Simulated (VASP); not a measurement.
# Be3Se2O (Cmmm) in VASP: single point with PBE

Aim: the single point of Be3Se2O with PBE.

All numbers are computed with VASP 6.6.1; they aren't measurements. Logs are shortened: lines on timing, memory, paths and dates and some standing lists are left out, and cuts for length are marked.

## Step 1: The cell of the first run

It takes space group Cmmm (No. 65, orthorhombic). The conventional cell has a = 4.680 Å, b = 9.619 Å, c = 4.587 Å, α = 90.00°, β = 90.00°, γ = 90.00°. Be (site symmetry m2m) has 2 Se at 2.32 to 2.49 Å and 2 Be at 2.35 Å within 3.1 Å. Within 3.0 Å of Be (site symmetry mmm) lie 2 Se at 2.29 Å and 2 O at 2.34 Å. Se (site symmetry mmm) has 2 O at 2.29 Å and 2 Be at 2.32 Å and 2 Se at 2.34 Å within 3.0 Å. Within 3.0 Å of Se (site symmetry mmm) lie 4 Be at 2.29 to 2.49 Å and 2 Se at 2.34 Å. O (site symmetry mmm) has 2 Se at 2.29 Å and 2 Be at 2.34 Å within 3.0 Å.

## Step 2: Single point, PBE

Input file INCAR:

```
ALGO     = Normal         # electronic algorithm
EDIFF    = 1E-6           # SCF threshold, eV
ENCUT    = 600            # plane-wave cutoff, eV
GGA      = PE             # functional
GGA_COMPAT= F            
ISIF     = 2              # what is computed and relaxed
ISMEAR   = 0              # smearing method
LASPH    = T              # aspherical terms in the spheres
LCHARG   = F              # write CHGCAR
LREAL    = F              # projectors in reciprocal space
LWAVE    = F              # write WAVECAR
NBANDS   = 21             # bands
NELM     = 120            # most SCF steps
PREC     = Accurate       # precision mode
SIGMA    = 0.15           # smearing width, eV
```

Input file KPOINTS:

```
k-points
0
Gamma
  3 3 3
```

Input file POSCAR:

```
Be3Se2O
1.0
    2.3401768449     -4.8095049725      0.0000000000
    2.3401768449      4.8095049725      0.0000000000
    0.0000000000      0.0000000000      4.5871015690
Be Se O
3 2 1
Direct
    0.7588454082      0.2411545918      0.0000000000
    0.2411545918      0.7588454082      0.0000000000
    0.5000000000      0.5000000000      0.5000000000
    0.0000000000      0.0000000000      0.0000000000
    0.5000000000      0.5000000000      0.0000000000
    0.0000000000      0.0000000000      0.5000000000
```

Potentials or basis: VASP PAW PBE potentials, release 64 (Be, Se, O).

Started as:

```sh
> cat potpaw_PBE.64/Be/POTCAR potpaw_PBE.64/Se/POTCAR potpaw_PBE.64/O/POTCAR > POTCAR
> mpirun -np 1 vasp_std > vasp.out
```

OUTCAR:

```text
EDIFF = 1E-6
   ENCUT = 600
   GGA = PE
   ISIF = 2
   ISMEAR = 0
   LASPH = T
   LREAL = F
   NELM = 120
   PREC = Accurate

 ion  position               nearest neighbor table
   1  0.759  0.241  0.000-   4 2.32   2 2.35   2 2.35   5 2.49
   2  0.241  0.759  0.000-   4 2.32   1 2.35   1 2.35   5 2.49
   3  0.500  0.500  0.500-   5 2.29   5 2.29
   4  0.000  0.000  0.000-   6 2.29   6 2.29   1 2.32   2 2.32   5 2.34   5 2.34
   5  0.500  0.500  0.000-   3 2.29   3 2.29   4 2.34   4 2.34   1 2.49   2 2.49
   6  0.000  0.000  0.500-   4 2.29   4 2.29

  LATTYP: Found a base centered orthorhombic cell.
 ALAT       =     4.6803536898
 B/A-ratio  =     2.0551886850
 C/A-ratio  =     0.9800758389

  Lattice vectors:

 A1 = (   2.3401768449,  -4.8095049725,   0.0000000000)
 A2 = (   2.3401768449,   4.8095049725,   0.0000000000)
 A3 = (   0.0000000000,   0.0000000000,   4.5871015690)

Analysis of symmetry for initial positions (statically):
=====================================================================
 Subroutine PRICEL returns:
 Original cell was already a primitive cell.

 Routine SETGRP: Setting up the symmetry group for a
 base centered orthorhombic supercell.

 Subroutine GETGRP returns: Found  8 space group operations
 (whereof  8 operations were pure point group operations)
 out of a pool of  8 trial point group operations.

The static configuration has the point symmetry D_2h.

Analysis of symmetry for dynamics (positions and initial velocities):
=====================================================================
 Subroutine PRICEL returns:
 Original cell was already a primitive cell.

 Routine SETGRP: Setting up the symmetry group for a
 base centered orthorhombic supercell.

 Subroutine GETGRP returns: Found  8 space group operations
 (whereof  8 operations were pure point group operations)
 out of a pool of  8 trial point group operations.

The dynamic configuration has the point symmetry D_2h.

 Subroutine INISYM returns: Found  8 space group operations
 (whereof  8 operations are pure point group operations),
 and found     1 'primitive' translations

----------------------------------------------------------------------------------------

                                     Primitive cell

  volume of cell :     103.2565

  direct lattice vectors                    reciprocal lattice vectors
     2.340176845 -4.809504973  0.000000000     0.213659066 -0.103960803  0.000000000
     2.340176845  4.809504973  0.000000000     0.213659066  0.103960803  0.000000000
     0.000000000  0.000000000  4.587101569     0.000000000  0.000000000  0.218002585

  length of vectors
     5.348622790  5.348622790  4.587101569     0.237609018  0.237609018  0.218002585

  position of ions in fractional coordinates (direct lattice)
     0.758845408  0.241154592  0.000000000
     0.241154592  0.758845408  0.000000000
     0.500000000  0.500000000  0.500000000
     0.000000000  0.000000000  0.000000000
     0.500000000  0.500000000  0.000000000
     0.000000000  0.000000000  0.500000000

  ion indices of the primitive-cell ions
   primitive index   ion index
                 1           1
                 2           2
                 3           3
                 4           4
                 5           5
                 6           6

----------------------------------------------------------------------------------------

 KPOINTS: k-points

Automatic generation of k-mesh.
 Grid dimensions read from file:
 generate k-points for:    3    3    3

 Generating k-lattice:

  Cartesian coordinates                     Fractional coordinates (reciprocal lattice)
     0.071219689 -0.034653601  0.000000000     0.333333333  0.000000000  0.000000000
     0.071219689  0.034653601  0.000000000     0.000000000  0.333333333  0.000000000
     0.000000000  0.000000000  0.072667528     0.000000000  0.000000000  0.333333333

  Length of vectors
     0.079203006  0.079203006  0.072667528

  Shift w.r.t. Gamma in fractional coordinates (k-lattice)
     0.000000000  0.000000000  0.000000000

 Subroutine IBZKPT returns following result:
 ===========================================

 Found      8 irreducible k-points:

 Following reciprocal coordinates:
            Coordinates               Weight
  0.000000  0.000000  0.000000      1.000000
  0.333333 -0.000000  0.000000      4.000000
  0.333333  0.333333  0.000000      2.000000
 -0.333333  0.333333  0.000000      2.000000
  0.000000  0.000000  0.333333      2.000000
  0.333333 -0.000000  0.333333      8.000000
  0.333333  0.333333  0.333333      4.000000
 -0.333333  0.333333  0.333333      4.000000
   k-points           NKPTS =      8   k-points in BZ     NKDIM =      8   number of bands    NBANDS=     21
   number of dos      NEDOS =    301   number of ions     NIONS =      6
   total plane-waves  NPLWV =  92160
   dimension x,y,z NGX =    48 NGY =   48 NGZ =   40
   dimension x,y,z NGXF=    96 NGYF=   96 NGZF=   80
   ions per type =               3   2   1
   NGX,Y,Z   is equivalent  to a cutoff of  14.92, 14.92, 14.50 a.u.
   NGXF,Y,Z  is equivalent  to a cutoff of  29.84, 29.84, 28.99 a.u.
 SYSTEM =  unknown system
   PREC   = accura    normal or accurate (medium, high low for compatibility)
   ISTART =      0    job   : 0-new  1-cont  2-samecut
   ICHARG =      2    charge: 1-file 2-atom 10-const
   ISPIN  =      1    spin polarized calculation?
   LNONCOLLINEAR =      F non collinear calculations
   LSORBIT =      F    spin-orbit coupling
   LASPH  =      T    aspherical Exc in radial PAW
   ENCUT  =  600.0 eV  44.10 Ry    6.64 a.u.  10.68 10.68  9.16*2*pi/ulx,y,z
   NELM   =    120;   NELMIN=  2; NELMDL= -5     # of ELM steps
   EDIFF  = 0.1E-05   stopping-criterion for ELM
   LREAL  =      F    real-space projection
   EDIFFG = 0.1E-04   stopping-criterion for IOM
   NSW    =      0    number of steps for IOM
   IBRION =     -1    ionic relax: 0-MD 1-quasi-New 2-CG
   NFREE  =      0    steps in history (QN), initial steepest desc. (CG)
   ISIF   =      2    stress and relaxation
   ISYM   =      2    0-nonsym 1-usesym 2-fastsym
   POTIM  = 0.5000    time-step for ionic-motion
   TEBEG  =    0.0;   TEEND  =   0.0 temperature during run
   PSTRESS=    0.0 pullay stress
   NELECT =      24.0000    total number of electrons
   NUPDOWN=      -1.0000    fix difference up-down
   EMIN   =  10.00;   EMAX   =-10.00  energy-range for DOS
   EFERMI =   0.00;   METHOD = LEGACY
   ISMEAR =     0;   SIGMA  =   0.15  broadening in eV -4-tet -1-fermi 0-gaus
   EFERMI_NEDOS =   21; number of points for ismear=-14 and -15
   IALGO  =     38    algorithm
   IMIX   =      4    mixing-type and parameters
     AMIX     =   0.40;   BMIX     =  1.00
     AMIX_MAG =   1.60;   BMIX_MAG =  1.00
  volume/ion in A,a.u.               =      17.21       116.13
  Fermi-wavevector in a.u.,A,eV,Ry     =   1.006559  1.902122 13.784906  1.013162
  Thomas-Fermi vector in A             =   2.139309
   LORBIT       =      0    0 simple, 1 ext, 2 COOP (PROOUT), +10 PAW based schemes
   GGA     = PE    functional components
   LHFCALC =     F    Hartree Fock is set to
   AEXX    =    0.0000 exact exchange contribution
   IVDW    =     0    specifies the selected vdW correction
   LEPSILON=     F    determine dielectric tensor
   LRPA    =     F    only Hartree local field effects (RPA)
 non-spin polarized calculation
 Gauss-broadening in eV      SIGMA  =   0.15
  energy-cutoff  :      600.00
  volume of cell :      103.26
 maximum number of plane-waves:      3462
 NGX is ok and might be reduce to    48
   NGX = 21   NGY = 21   NGZ = 19

 number of electron      24.0000001 magnetization

 Free energy of the ion-electron system (eV)
  ---------------------------------------------------
  ext. energy  EPLUGINS =         0.00000000
  ---------------------------------------------------
  free energy    TOTEN  =       -18.59450829 eV

  energy without entropy =      -18.55464553  energy(sigma->0) =      -18.57457691

 E-fermi :   3.5657     XC(G=0):  -8.9206

 val. band max:        3.5645155658   @ k =  -0.3333   0.3333   0.0000
 cond. band min:       3.5880568822   @ k =   0.0000   0.0000   0.3333
 fundamental gap:      0.0235413164
 Fermi energy:         3.5656577388

 k-point     1 :       0.0000    0.0000    0.0000
  band No.  band energies     occupation
      1     -14.8892      2.00000
      2     -12.6616      2.00000
      3      -8.1287      2.00000
      4      -5.4550      2.00000
      5      -3.9933      2.00000
      6      -3.4393      2.00000
[... 13 lines left out ...]
     20       9.3304      0.00000
     21       9.9023      0.00000

 k-point     2 :       0.3333   -0.0000    0.0000
  band No.  band energies     occupation
      1     -14.5864      2.00000
      2     -12.5242      2.00000
      3     -10.3479      2.00000
      4      -3.3925      2.00000
      5      -3.0973      2.00000
      6      -1.7981      2.00000
[... 13 lines left out ...]
     20       8.9773      0.00000
     21      10.6949      0.00000

 k-point     3 :       0.3333    0.3333    0.0000
  band No.  band energies     occupation
      1     -14.5787      2.00000
      2     -12.5149      2.00000
      3     -10.3624      2.00000
      4      -3.7678      2.00000
      5      -3.3292      2.00000
      6      -1.8451      2.00000
[... 13 lines left out ...]
     20       8.7526      0.00000
     21       9.6897      0.00000

 k-point     4 :      -0.3333    0.3333    0.0000
  band No.  band energies     occupation
      1     -14.8758      2.00000
      2     -12.6524      2.00000
      3      -8.1239      2.00000
      4      -5.5346      2.00000
      5      -4.2394      2.00000
      6      -3.9252      2.00000
[... 13 lines left out ...]
     20       8.7021      0.00000
     21       9.3199      0.00000

 k-point     5 :       0.0000    0.0000    0.3333
  band No.  band energies     occupation
      1     -14.4274      2.00000
      2     -13.3205      2.00000
      3      -8.4714      2.00000
      4      -5.3021      2.00000
      5      -3.2986      2.00000
      6      -3.2560      2.00000
[... 13 lines left out ...]
     20      10.4713      0.00000
     21      10.6706      0.00000

 k-point     6 :       0.3333   -0.0000    0.3333
  band No.  band energies     occupation
      1     -14.1880      2.00000
      2     -12.8840      2.00000
      3     -10.8344      2.00000
      4      -3.4014      2.00000
      5      -2.8899      2.00000
      6      -1.6735      2.00000
[... 13 lines left out ...]
     20       8.5032      0.00000
     21      10.5274      0.00000

 k-point     7 :       0.3333    0.3333    0.3333
  band No.  band energies     occupation
      1     -14.1828      2.00000
      2     -12.8683      2.00000
      3     -10.8514      2.00000
      4      -3.5396      2.00000
      5      -3.3465      2.00000
      6      -1.6930      2.00000
[... 13 lines left out ...]
     20       8.4144      0.00000
     21       9.9176      0.00000

 k-point     8 :      -0.3333    0.3333    0.3333
  band No.  band energies     occupation
      1     -14.4155      2.00000
      2     -13.3090      2.00000
      3      -8.4667      2.00000
      4      -5.3822      2.00000
      5      -4.0182      2.00000
      6      -3.1860      2.00000
[... 13 lines left out ...]
     20       8.9271      0.00000
     21       9.6625      0.00000

------------------------ aborting loop because EDIFF is reached ----------------------------------------

  FORCE on cell =-STRESS in cart. coord.  units (eV):
  Direction    XX          YY          ZZ          XY          YZ          ZX
  --------------------------------------------------------------------------------------
  -------------------------------------------------------------------------------------
  Total        0.0793974      0.0706348      0.4577803     -0.0000000      0.0000000      0.0000000
  in kB        1.2319678      1.0960040      7.1031385     -0.0000000      0.0000000      0.0000000
  external PRESSURE =       3.1437034 kB  Pullay stress =       0.0000000 kB

 VOLUME and BASIS-vectors are now :
 -----------------------------------------------------------------------------
  energy-cutoff  :      600.00
  volume of cell :      103.26
      direct lattice vectors                 reciprocal lattice vectors
     2.340176845 -4.809504973  0.000000000     0.213659066 -0.103960803  0.000000000
     2.340176845  4.809504973  0.000000000     0.213659066  0.103960803  0.000000000
     0.000000000  0.000000000  4.587101569     0.000000000  0.000000000  0.218002585

 POSITION                                       TOTAL-FORCE (eV/Angst)
 -----------------------------------------------------------------------------------
      2.34018     -2.48984      0.00000        -0.000000     -0.026332      0.000000
      2.34018      2.48984      0.00000        -0.000000      0.026332     -0.000000
      2.34018      0.00000      2.29355         0.000000     -0.000000      0.000000
      0.00000      0.00000      0.00000        -0.000000     -0.000000      0.000000
      2.34018      0.00000      0.00000        -0.000000      0.000000      0.000000
      0.00000      0.00000      2.29355        -0.000000     -0.000000      0.000000
 -----------------------------------------------------------------------------------
    total drift:                                0.000000     -0.000000      0.000000

  FREE ENERGIE OF THE ION-ELECTRON SYSTEM (eV)
  ---------------------------------------------------
  free  energy   TOTEN  =       -18.5945082862 eV

  energy  without entropy=      -18.5546455280  energy(sigma->0) =      -18.57457691
```

Wall time 37 s (1 thread of Intel Xeon Platinum 8375C at 2.90GHz (Ice Lake), shared host); peak memory 0.28 GiB.

Results:

- Free energy: -18.5945 eV
- Pressure: 0.3 GPa
- Largest force: 0.026 eV/Å
- Band gap on the k mesh: zero (band 12 reaches 4.21 eV, above the bottom of band 13 at 3.30 eV)

Forces on the atoms (eV/Å):
```
Be   0.000 -0.026  0.000
Be   0.000  0.026  0.000
Be   0.000  0.000  0.000
Se   0.000  0.000  0.000
Se   0.000  0.000  0.000
O    0.000  0.000  0.000
```

Caveat: the k points lie up to 0.50 Å⁻¹ apart.
